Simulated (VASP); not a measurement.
## GeSe5: relaxation of cell and atoms with PBE

Crystal: GeSe5.

```
CELL_PARAMETERS angstrom
3.68584 0.00000 0.00000
-1.84292 3.19203 0.00000
0.00000 0.00000 13.32707
ATOMIC_POSITIONS crystal
Ge 0.00000 0.00000 0.00000
Se 0.66667 0.33333 0.88735
Se 0.33333 0.66667 0.11265
Se 0.33333 0.66667 0.61978
Se 0.00000 0.00000 0.50000
Se 0.66667 0.33333 0.38022
```

```
Program                : VASP 6.6.1
Task                   : relaxation of cell and atoms
Functional             : PBE
Potentials or basis    : VASP PAW PBE potentials, release 64 (Ge_d, Se)
Cutoff                 : 600 eV
k mesh                 : 12 × 12 × 4
Occupations            : gaussian, width 0.1 eV
Spin                   : no spin polarisation
Dipole correction      : no
Further INCAR settings : ALGO = Normal; EDIFF = 1e-06; IBRION = 2; EDIFFG = -0.01; NSW = 100; ISIF = 3
```

- Relaxed volume: 26.18 Å³/atom
- Relaxed cell: a = 3.688 Å, b = 3.688 Å, c = 13.336 Å, α = 90.00°, β = 90.00°, γ = 120.00°
- Space group after relaxing (to 0.1 Å): P-3m1 (No. 164)
- Energy gained by relaxing: 0.0 meV/atom
- Ionic steps: 2
- Pressure after relaxing: 0.0 GPa
- Largest force after relaxing: 0.008 eV/Å
- Band gap on the k mesh: zero (bands 22 and 23 overlap by 0.09 eV)

Forces in eV/Å, atoms in the order of the input:
```
Ge   0.000  0.000  0.000
Se   0.000  0.000  0.005
Se   0.000  0.000 -0.005
Se   0.000  0.000 -0.008
Se   0.000  0.000  0.000
Se   0.000  0.000  0.008
```

Final structure:
```yaml
crystal:
  lattice:
    - [3.68764, 0.00000, 0.00000]
    - [-1.84382, 3.19359, 0.00000]
    - [0.00000, 0.00000, 13.33564]
  atoms:
    - { symbol: Ge, position: [0.00000, 0.00000, 0.00000] }
    - { symbol: Se, position: [0.66667, 0.33333, 0.88729] }
    - { symbol: Se, position: [0.33333, 0.66667, 0.11271] }
    - { symbol: Se, position: [0.33333, 0.66667, 0.61982] }
    - { symbol: Se, position: [0.00000, 0.00000, 0.50000] }
    - { symbol: Se, position: [0.66667, 0.33333, 0.38018] }
```

Levels at points of the mesh, in eV from the Fermi level:
```tsv
k point	band 19	band 20	band 21	band 22	band 23	band 24	band 25	band 26
(0.00, 0.00, 0.00)	-0.49	-0.49	-0.26	-0.26	0.89	1.06	1.53	1.53
(0.50, 0.00, 0.00)	-1.37	-0.95	-0.90	-0.52	0.02	1.45	2.40	2.59
(0.00, 0.00, 0.50)	-0.48	-0.48	-0.26	-0.26	0.47	1.33	1.53	1.53
(0.50, 0.00, 0.50)	-1.24	-1.07	-0.88	-0.53	-0.12	1.53	2.41	2.75
```

It took 6 min on 1 thread of Intel(R) Xeon(R) Platinum 8488C (Sapphire Rapids), with other jobs on the host, peak memory 0.52 GiB.

Caveat: this functional lacks dispersion, which binds layers or chains, so the pressure and a relaxed spacing across them are unreliable.
